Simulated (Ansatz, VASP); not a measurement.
## Two plane-wave programs on Eu

Contents of POSCAR:

```
Eu
1.0
   -2.2274745855      2.2274745855      2.2274745855
    2.2274745855     -2.2274745855      2.2274745855
    2.2274745855      2.2274745855     -2.2274745855
Eu
1
Direct
    0.0000000000      0.0000000000      0.0000000000
```

Contents of INCAR.step1:

```
SYSTEM = Eu
PREC = Accurate
ENCUT = 520
ISMEAR = -1
SIGMA = 0.03
LREAL = .False.
LASPH = .True.
NELM = 150
ISPIN = 2
MAGMOM = 7.31
LMAXMIX = 6
NBANDS = 18
GGA = PE
ALGO = Normal
EDIFF = 1E-4
LWAVE = .True.
LCHARG = .False.
```

The input INCAR.step2:

```
SYSTEM = Eu
PREC = Accurate
ENCUT = 520
EDIFF = 1E-6
ISMEAR = -1
SIGMA = 0.03
LREAL = .False.
LASPH = .True.
NELM = 150
ALGO = Normal
ISIF = 2
LWAVE = .False.
LCHARG = .True.
ISPIN = 2
MAGMOM = 7.31
LORBIT = 11
LMAXMIX = 6
METAGGA = R2SCAN
LMIXTAU = .True.
LELF = .True.
LVHAR = .True.
NBANDS = 18
ISTART = 1
```

KPOINTS

```
regular mesh
0
Gamma
  10 10 10
  0 0 0
```

Input for Ansatz:

```yaml
crystal:
  lattice:
    - [-2.2274745855, 2.2274745855, 2.2274745855]
    - [2.2274745855, -2.2274745855, 2.2274745855]
    - [2.2274745855, 2.2274745855, -2.2274745855]
  atoms:
    - { symbol: Eu, position: [0.0, 0.0, 0.0], spin: 7.31 }
hamiltonian:
  xc: r2scan
  pseudopotentials:
    kind: paw
    azcp:
      Eu: "pseudopotentials/Eu.paw.azcp"
basis:
  ecutwfc: 500
  fft_grid_basis: typed
kpoints:
  mp_grid: { grid: [10, 10, 10], shift: [0, 0, 0] }
magnetization:
  spin_polarized: true
scf:
  occupations: { method: fermi_dirac, width: 0.03 }
  lower_state_search: "off"
output:
  stress: true
```

Alike in both runs: task single point; functional r2SCAN; k mesh 10 × 10 × 10; occupations fermi-dirac, width 0.03 eV; collinear spin.

```csv
,VASP,Ansatz
version,VASP 6.6.1,Ansatz 0.2.0
potentials or method,"VASP PAW PBE potentials, release 64 (Eu), cutoff 520 eV","plane waves (500 eV) with PAW, scalar-relativistic"
valence electrons in the cell,17,17
```

VASP gave:

```
pressure (GPa)                                                : -0.4
net moment per atom (μB)                                      : 7.65
size of the moment on the site where the two differ most (μB) : 6.68
```

**Question.** Estimate Ansatz's values.

**Answer.** Pressure (GPa): -0.1; net moment per atom (μB): 7.96; size of the moment on the site where the two differ most (μB): 7.36.

The net moments are unlike, so the other rows may belong to different states. VASP's potentials were made for PBE, not for r2SCAN. Site moments also hang on the region over which each program counts them. Ansatz's warnings: stability check not made.

Spin-orbit coupling is off throughout.
